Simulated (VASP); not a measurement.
Input of a VASP 6.6.1 run:

File INCAR:

```
  PREC = Accurate
  ENCUT = 520
  EDIFF = 1E-6
  ISMEAR = -1
  SIGMA = 0.05
  LREAL = False
  LASPH = True
  NELM = 80
  ALGO = Fast
  ISIF = 2
  LWAVE = False
  LCHARG = False
  GGA = PS
  NBANDS = 11
```

KPOINTS

```
regular mesh
0
Gamma
  12 12 12
```

File POSCAR:

```
Pt
1.0
   -1.5566176814      1.5566176814      1.5566176814
    1.5566176814     -1.5566176814      1.5566176814
    1.5566176814      1.5566176814     -1.5566176814
Pt
1
Direct
    0.0000000000      0.0000000000      0.0000000000
```

Potentials or basis: VASP PAW PBE potentials, release 64 (Pt).

Launch:

```console
$ cat potpaw_PBE.64/Pt/POTCAR > POTCAR
$ mpirun -np 1 vasp_std > vasp.out
```

Task: Estimate the pressure.

Result: 1.6 GPa.

Task: Estimate the band gap on the k mesh.

Result: Zero (band 5 reaches 11.98 eV, above the bottom of band 6 at 9.64 eV).

Caveat: the PAW data sets were made with another functional, which shifts forces and pressure a little; spin-orbit coupling is left out, which moves the levels of the heavy elements.
